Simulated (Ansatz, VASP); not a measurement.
## Two plane-wave programs on GaP

```
Ga P
1.0
    -1.82750    1.82750    2.56741
     1.82750   -1.82750    2.56741
     1.82750    1.82750   -2.56741
Ga P
1 1
Direct
  0.50000 0.50000 0.00000
  0.00000 0.00000 0.00000
```

Alike in both runs: functional PBE; k mesh 6 × 6 × 6; occupations gaussian, width 0.2 eV; no spin polarisation.

Ansatz relaxed the structure, and its values are those at the end. VASP's run is a single point on that final structure, the one shown.

|  | VASP | Ansatz |
| --- | --- | --- |
| version | VASP 6.6.1 | Ansatz 0.2.0 |
| potentials or method | VASP PAW PBE potentials, release 64 (Ga_d, P), cutoff 500 eV | scalar-relativistic, plane waves, PAW |
| valence electrons in the cell | 18 | 18 |

|  | VASP | Ansatz | Ansatz less VASP |
| --- | --- | --- | --- |
| gap on the k mesh at the Fermi level (eV) | none | none | - |
| pressure (GPa) | 0.2 | 0.1 | -0.04 |

A gap of «none» marks a metal or a gap that the smearing closes.

The k mesh is coarse, so the values compare programs but aren't converged.
